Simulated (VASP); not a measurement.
# Pb (C2/m) in VASP: notebook, part 2 of 2

VASP 6.6.1.

### 3 Single point, PBEsol

This run uses another cell than the first one, of 28.92 Å³/atom, 1.048 times its volume.

Input file INCAR:

```
SYSTEM = Pb
ALGO = Fast
EDIFF = 1E-6
ENCUT = 520
GGA = PS
ISIF = 2
ISMEAR = -1
LASPH = .TRUE.
LCHARG = .TRUE.
LELF = .TRUE.
LREAL = .FALSE.
LVHAR = .TRUE.
LWAVE = .FALSE.
NBANDS = 21
NELM = 60
PREC = Accurate
SIGMA = 0.05
```

Input file KPOINTS:

```
k-points
0
G
  9 9 5
  0 0 0
```

Input file POSCAR:

```
Pb
1.0
    2.9681973303     -1.7266434243     -0.5287613396
    2.9681973303      1.7266434243     -0.5287613396
   -3.1271008071      0.0000000000      6.1996577526
Pb
2
Direct
    1.0000053139      1.0000053139      0.7499986506
   -0.0000053139     -0.0000053139      0.2500013494
```

Potentials or basis: VASP PAW PBE potentials, release 64 (Pb_d).

Started as:

```bash
$ cat potpaw_PBE.64/Pb_d/POTCAR > POTCAR
$ mpirun -np 1 vasp_std > vasp.out
```

OUTCAR:

```text
SYSTEM = Pb
   EDIFF = 1E-6
   ENCUT = 520
   GGA = PS
   ISIF = 2
   ISMEAR = -1
   LASPH = .TRUE.
   LREAL = .FALSE.
   NELM = 60
   PREC = Accurate

 ion  position               nearest neighbor table
   1  0.000  0.000  0.750-   2 3.40   2 3.40   2 3.40   2 3.40   2 3.47   2 3.47
   2  1.000  1.000  0.250-   1 3.40   1 3.40   1 3.40   1 3.40   1 3.47   1 3.47

  Warning from LATTYP: Got some problem with cell dimensions!
  Tried to take original basis but could not verify dimensions!
  LATTYP: Found a base centered monoclinic cell.
[... 772 lines left out ...]

  FORCE on cell =-STRESS in cart. coord.  units (eV):
  Direction    XX          YY          ZZ          XY          YZ          ZX
  --------------------------------------------------------------------------------------
  -------------------------------------------------------------------------------------
  Total        0.6732345      0.6687521      0.6758304      0.0000000      0.0000000      0.0000773
  in kB       18.6497546     18.5255841     18.7216654      0.0000000      0.0000000      0.0021420
  external PRESSURE =      18.6323347 kB  Pullay stress =       0.0000000 kB

 VOLUME and BASIS-vectors are now :
 -----------------------------------------------------------------------------
  energy-cutoff  :      520.00
  volume of cell :       57.84
      direct lattice vectors                 reciprocal lattice vectors
     2.968197330 -1.726643424 -0.528761340     0.185083001 -0.289579188  0.093355670
     2.968197330  1.726643424 -0.528761340     0.185083001  0.289579188  0.093355670
    -3.127100807  0.000000000  6.199657753     0.031571012  0.000000000  0.177223612

 POSITION                                       TOTAL-FORCE (eV/Angst)
 -----------------------------------------------------------------------------------
     -2.34529      0.00000      4.64973        -0.000037      0.000000      0.000032
      5.15458      0.00000      0.49241         0.000037      0.000000     -0.000032
 -----------------------------------------------------------------------------------
    total drift:                               -0.000000     -0.000000      0.000000

  FREE ENERGIE OF THE ION-ELECTRON SYSTEM (eV)
  ---------------------------------------------------
  free  energy   TOTEN  =        -8.0010288774 eV

  energy  without entropy=       -7.9945677432  energy(sigma->0) =       -7.99779831
```

OSZICAR:

```text
N       E                     dE             d eps       ncg     rms          rms(c)
DAV:   1     0.293647815111E+03    0.29365E+03   -0.14292E+04  4835   0.165E+03
DAV:   2     0.128926502286E+02   -0.28076E+03   -0.27404E+03  4870   0.411E+02
DAV:   3    -0.738617712630E+01   -0.20279E+02   -0.20046E+02  5902   0.136E+02
DAV:   4    -0.800704569015E+01   -0.62087E+00   -0.62064E+00  5621   0.266E+01
DAV:   5    -0.803813320485E+01   -0.31088E-01   -0.31087E-01  6605   0.547E+00    0.891E-01
RMM:   6    -0.800839612865E+01    0.29737E-01   -0.43368E-02  5448   0.255E+00    0.428E-01
RMM:   7    -0.800079503293E+01    0.76011E-02   -0.25624E-02  5459   0.157E+00    0.129E-01
RMM:   8    -0.800081531715E+01   -0.20284E-04   -0.67666E-03  6857   0.105E+00    0.207E-02
RMM:   9    -0.800100521077E+01   -0.18989E-03   -0.20935E-03  7189   0.367E-01    0.211E-02
RMM:  10    -0.800102882451E+01   -0.23614E-04   -0.39985E-04  5810   0.295E-01    0.211E-02
RMM:  11    -0.800101763483E+01    0.11190E-04   -0.16249E-04  6419   0.162E-01    0.314E-03
RMM:  12    -0.800102638559E+01   -0.87508E-05   -0.89372E-05  6479   0.825E-02    0.315E-03
RMM:  13    -0.800102841846E+01   -0.20329E-05   -0.13767E-05  4947   0.329E-02    0.394E-03
RMM:  14    -0.800102887740E+01   -0.45894E-06   -0.24980E-06  3315   0.198E-02
   1 F= -.80010289E+01 E0= -.79977983E+01  d E =-.646113E-02
```

stdout:

```text
POSCAR found type information on POSCAR Pb
 POSCAR found :  1 types and       2 ions
 scaLAPACK will be used
 -----------------------------------------------------------------------------
|                                                                             |
|                                                                             |
|     You enforced a specific xc type in the INCAR file but a different       |
|     I HOPE YOU KNOW WHAT YOU ARE DOING!                                     |
|                                                                             |
 -----------------------------------------------------------------------------

 LDA part: xc-table for (Slater+PW92), standard interpolation
 POSCAR, INCAR and KPOINTS ok, starting setup
 FFT: planning ... GRIDC
 FFT: planning ... GRID_SOFT
 FFT: planning ... GRID
 WAVECAR not read
 entering main loop
WARNING in EDDRMM: call to ZHEGV failed, returncode =   6  3     20
WARNING in EDDRMM: call to ZHEGV failed, returncode =   8  4     21
```

Run time: 86 s. Hardware: 1 thread of Intel Xeon 6975P-C (Granite Rapids), shared host; peak memory 0.26 GiB.

Results:

```yaml
Free_energy: -8.0010 eV
Pressure: 1.9 GPa
Band_gap_on_the_k_mesh: zero (band 14 reaches 13.38 eV, above the bottom of band 15 at 6.07 eV)
```

Levels at points of the mesh, in eV from the Fermi level:
| k point | band 11 | band 12 | band 13 | band 14 | band 15 | band 16 | band 17 | band 18 |
| --- | --- | --- | --- | --- | --- | --- | --- | --- |
| (0.00, 0.00, 0.00) | -12.07 | -7.97 | -4.38 | 5.59 | 5.72 | 7.39 | 7.90 | 8.14 |

Caveat: the PAW data sets were made with another functional, which shifts forces and pressure a little; spin-orbit coupling is left out, which moves the levels of the heavy elements.

### 4 Single point, PBEsol

This run uses another cell than the first one, of 30.05 Å³/atom, 1.089 times its volume.

Input file INCAR:

```
PREC = Accurate ; ENCUT = 520
EDIFF = 1E-6 ; ISMEAR = -1
SIGMA = 0.05 ; LREAL = F
LASPH = T ; NELM = 60
ALGO = Fast ; ISIF = 2
LWAVE = F ; LCHARG = F
GGA = PS ; NBANDS = 21
```

Input file KPOINTS:

```
Automatic mesh
0
Gamma
  9 9 5
```

Input file POSCAR:

```
Pb
1.0
    3.0171756912     -1.7474971945     -0.5318697729
    3.0171756912      1.7474971945     -0.5318697729
   -3.1674345850      0.0000000000      6.2575596677
Pb
2
Direct
    1.0000035733      1.0000035733      0.7500211216
   -0.0000035733     -0.0000035733      0.2499788784
```

Started as:

```bash
$ cat potpaw_PBE.64/Pb_d/POTCAR > POTCAR
$ mpirun -np 1 vasp_std > vasp.out
```

Wall time 79 s (1 thread of Intel Xeon 6975P-C (Granite Rapids), shared host); peak memory 0.26 GiB.

Results (log left out):

```yaml
Free_energy: -8.0149 eV
Pressure: -0.1 GPa
Band_gap_on_the_k_mesh: zero (band 14 reaches 12.72 eV, above the bottom of band 15 at 5.68 eV)
```

Levels at points of the mesh, in eV from the Fermi level:
| k point | band 12 | band 13 | band 14 | band 15 | band 16 | band 17 |
| --- | --- | --- | --- | --- | --- | --- |
| (0.00, 0.00, 0.00) | -7.90 | -4.17 | 5.40 | 5.43 | 7.09 | 7.57 |

Caveat: the PAW data sets were made with another functional, which shifts forces and pressure a little; spin-orbit coupling is left out, which moves the levels of the heavy elements.

### 5 Summary

| cell | gap on the mesh (eV) | pressure (GPa) |
| --- | --- | --- |
| a = 3.416, b = 3.416, c = 6.842 Å, angles 121.3, 121.3, 59.7°, 2 atoms | none | 5.0 |
| a = 3.474, b = 3.474, c = 6.944 Å, angles 121.4, 121.4, 59.6°, 2 atoms | none | 1.9 |
| a = 3.527, b = 3.527, c = 7.014 Å, angles 121.4, 121.4, 59.4°, 2 atoms | none | -0.1 |

Alike in all rows: task single point; level PBEsol; potentials or basis VASP PAW PBE potentials, release 64 (Pb_d); no spin polarisation; k mesh 9 × 9 × 5; cutoff (eV) 520; smearing fermi-dirac 0.05 eV.

Caveats: the PAW data sets were made with another functional, which shifts forces and pressure a little; spin-orbit coupling is left out, which moves the levels of the heavy elements.

Absolute energies hang on the potentials; compare differences alone.
